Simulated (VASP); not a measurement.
## Ga: electric field gradients with LDA

Ga:

```
CELL_PARAMETERS angstrom
1.38300 -4.02650 0.00000
1.38300 4.02650 0.00000
-0.11745 0.00000 3.32993
ATOMIC_POSITIONS crystal
Ga 0.88472 0.11528 0.22000
Ga 0.11528 0.88472 0.78000
```

This cell differs from its parent crystal: shortest bond scaled by 0.88.

| Property | Result |
| --- | --- |
| Program | VASP 6.6.1 |
| Task | electric field gradients |
| Functional | LDA |
| Potentials or basis | VASP PAW LDA potentials, release 64 (Ga_d) |
| Cutoff | 400 eV |
| k mesh | 11 × 11 × 9 |
| Occupations | fermi-dirac, width 0.05 eV |
| Spin | no spin polarisation |
| Dipole correction | no |
| Further INCAR settings | ALGO = Normal; EDIFF = 1e-08; NBANDS = 20 |

```
Pressure                                : -0.7 GPa
Largest force                           : 1.587 eV/Å
Band gap on the k mesh                  : zero (bands 13 and 14 overlap by 7.16 eV)
Largest electric field gradient by atom : Ga -27.3 V/Å²
```

Forces in eV/Å, atoms in the order of the input:
```
Ga  -0.021  1.459  0.624
Ga   0.021 -1.459 -0.624
```

Stress tensor (GPa, compression positive):
```
-6.04 -0.28  0.11
-0.28  2.07  5.12
 0.11  5.12  1.77
```

Levels at points of the mesh, in eV from the Fermi level:
| k point | band 11 | band 12 | band 13 | band 14 | band 15 | band 16 |
| --- | --- | --- | --- | --- | --- | --- |
| (0.00, 0.00, 0.00) | -11.29 | -2.10 | -1.70 | 1.65 | 5.28 | 9.46 |

Electric field gradients, principal values (V/Å²):
```csv
atom,least,middle,greatest (by size)
1 Ga,8.081,19.267,-27.348
2 Ga,8.081,19.267,-27.348
```

Wall time 110 s on 1 thread of Intel(R) Xeon(R) 6975P-C (Granite Rapids) (shared host), peak memory 0.31 GiB.

Caveat: the cell differs from its parent crystal (shortest bond scaled by 0.88); the stress differs along the axes, from -6 to 2 GPa; without QUAD_EFG the Cq values of the log hold for a quadrupole moment of 1 mb, not for the nuclei; forces of over 1 eV/Å act on the atoms, so gaps and moduli don't describe the material at rest.
